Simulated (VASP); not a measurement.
A run of VASP 6.6.1 is set up as follows.

Contents of INCAR:

```
PREC = Accurate
ENCUT = 520
EDIFF = 1E-6
ISMEAR = -1
SIGMA = 0.05
LREAL = False
LASPH = True
NELM = 80
ALGO = Fast
ISIF = 2
LWAVE = False
LCHARG = True
GGA = PS
LELF = True
LVHAR = True
NBANDS = 22
```

The input KPOINTS:

```
Automatic mesh
0
Gamma
  6 6 9
```

The input POSCAR:

```
Bi
1.0
    3.4173821397     -3.0686298933      0.0000000000
    3.4173821397      3.0686298933      0.0000000000
   -1.2345086997      0.0000000000      3.0499903288
Bi
2
Direct
    0.7530610000      0.7530610000      0.8573820000
    0.2469390000      0.2469390000      0.1426180000
```

Potentials or basis: VASP PAW PBE potentials, release 64 (Bi_d).

Command:

```bash
$ cat potpaw_PBE.64/Bi_d/POTCAR > POTCAR
$ mpirun -np 1 vasp_std > vasp.out
```

Q: Estimate the largest force.

A: 0.033 eV/Å.

Q: Estimate the band gap on the k mesh.

A: Zero (band 15 reaches 10.67 eV, above the bottom of band 16 at 5.50 eV).

Forces in eV/Å, atoms in the order of the input:
```
Bi  -0.022  0.000 -0.025
Bi   0.022  0.000  0.025
```

Caveat: the PAW data sets were made with another functional, which shifts forces and pressure a little; spin-orbit coupling is left out, which moves the levels of the heavy elements.
